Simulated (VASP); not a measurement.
The system is Tl.

```
CELL_PARAMETERS angstrom
0.00000 2.30654 2.30654
2.30654 0.00000 2.30654
2.30654 2.30654 0.00000
ATOMIC_POSITIONS crystal
Tl 0.00000 0.00000 0.00000
```

This isn't the form of Tl at room conditions, which is hcp.

- Program: VASP 6.6.1
- Task: relaxation of cell and atoms
- Functional: PBE
- Potentials or basis: VASP PAW PBE potentials, release 64 (Tl_d)
- Cutoff: 600 eV
- k mesh: 14 × 14 × 14
- Occupations: fermi-dirac, width 0.08 eV
- Spin: no spin polarisation

At the start: pressure 12.4 GPa; volume 24.54 Å³/atom.

**Question.** How do energy, volume and symmetry change on relaxing?

**Answer.** Over 4 steps the energy falls by 196.6 meV/atom and the volume is 31.15 Å³/atom (+26.9 %); space group Fm-3m (No. 225, to 0.1 Å) before and after.

The path:
```
step  energy change (eV)  largest force (eV/Å)  pressure (GPa)  volume (Å³)
   1              0.0000                0.0000           12.37        24.54
   2             -0.1951                0.0000           -0.62        31.90
   3             -0.1966                0.0000            0.10        31.01
   4             -0.1966                0.0000           -0.02        31.15
```

Final structure:
```cif
data_structure
_symmetry_space_group_name_H-M 'P 1'
_symmetry_Int_Tables_number 1
_cell_length_a 3.5316
_cell_length_b 3.5316
_cell_length_c 3.5316
_cell_angle_alpha 60.000
_cell_angle_beta 60.000
_cell_angle_gamma 60.000
_cell_volume 31.15
loop_
_atom_site_label
_atom_site_type_symbol
_atom_site_fract_x
_atom_site_fract_y
_atom_site_fract_z
_atom_site_occupancy
Tl1 Tl 0.00000 0.00000 0.00000 1
```

Caveat: the volume moved by over 15 % at a fixed basis, so the end points are rough.
